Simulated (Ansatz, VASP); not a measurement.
# One calculation of ZnO, two programs

Contents of POSCAR:

```
ZnO
1.0
    3.2026584162      0.0000000000      0.0000000000
   -1.6013292081      2.7735835480      0.0000000000
    0.0000000000      0.0000000000      5.1583123468
Zn O
2 2
Direct
    0.3333333333      0.6666666667     -0.0023477534
    0.6666666667      0.3333333333      0.4976522466
    0.3333333333      0.6666666667      0.3773477534
    0.6666666667      0.3333333333      0.8773477534
```

Contents of INCAR.step1:

```
PREC     = Accurate       # precision mode
ENCUT    = 520            # plane-wave cutoff, eV
ISMEAR   = 0              # smearing method
SIGMA    = 0.01           # smearing width, eV
LREAL    = False          # projectors in reciprocal space
LASPH    = True           # aspherical terms in the spheres
NELM     = 60             # most SCF steps
NBANDS   = 26             # bands
GGA      = PE             # functional
ALGO     = Normal         # electronic algorithm
EDIFF    = 1E-4           # SCF threshold, eV
LWAVE    = True           # write WAVECAR
LCHARG   = False          # write CHGCAR
```

INCAR.step2

```
PREC     = Accurate       # precision mode
ENCUT    = 520            # plane-wave cutoff, eV
EDIFF    = 1E-6           # SCF threshold, eV
ISMEAR   = 0              # smearing method
SIGMA    = 0.01           # smearing width, eV
LREAL    = False          # projectors in reciprocal space
LASPH    = True           # aspherical terms in the spheres
NELM     = 60             # most SCF steps
ALGO     = Normal         # electronic algorithm
ISIF     = 2              # what is computed and relaxed
LWAVE    = False          # write WAVECAR
LCHARG   = False          # write CHGCAR
METAGGA  = R2SCAN         # meta-GGA
LMIXTAU  = True         
NBANDS   = 26             # bands
ISTART   = 1
```

File KPOINTS:

```
regular mesh
0
Gamma
  9 9 4
```

Input for Ansatz:

```yaml
crystal:
  lattice:
    - [3.2026584162, 0.0, 0.0]
    - [-1.6013292081, 2.773583548, 0.0]
    - [0.0, 0.0, 5.1583123468]
  atoms:
    - { symbol: Zn, position: [0.3333333333, 0.6666666667, -0.0023477534] }
    - { symbol: Zn, position: [0.6666666667, 0.3333333333, 0.4976522466] }
    - { symbol: O, position: [0.3333333333, 0.6666666667, 0.3773477534] }
    - { symbol: O, position: [0.6666666667, 0.3333333333, 0.8773477534] }
kpoints:
  mp_grid: { grid: [9, 9, 4] }
hamiltonian:
  xc: r2scan
scf:
  occupations: { method: fixed }
  n_extra_bands: 5
output:
  forces: true
  stress: true
  eigenvalues: true
```

Alike in both runs: task single point; functional r2SCAN; k mesh 9 × 9 × 4; no spin polarisation.

|  | VASP | Ansatz |
| --- | --- | --- |
| version | VASP 6.6.1 | Ansatz 0.2.0 |
| potentials or method | VASP PAW PBE potentials, release 64 (Zn, O) | plane waves, PAW |
| plane-wave cutoff (eV) | 520 | 500 |
| occupations | gaussian, width 0.01 eV | fixed |
| valence electrons in the cell | 36 | 36 |

VASP gave:

| Item | Value |
| --- | --- |
| gap on the k mesh at the Fermi level (eV) | 1.28 |
| pressure (GPa) | 6.1 |
| traceless stress, the component that is largest in VASP (GPa) | 0.05 |
| rms of the force components (eV/Å) | 0.004 |

**Question.** Which values does Ansatz return?

**Answer.** gap on the k mesh at the Fermi level (eV): 1.28; pressure (GPa): 4.9; traceless stress, the component that is largest in VASP (GPa): -0.04; rms of the force components (eV/Å): 0.001.

VASP's potentials were made for PBE, not for r2SCAN. Atom by atom the forces differ by 0.003 eV/Å (rms over components).
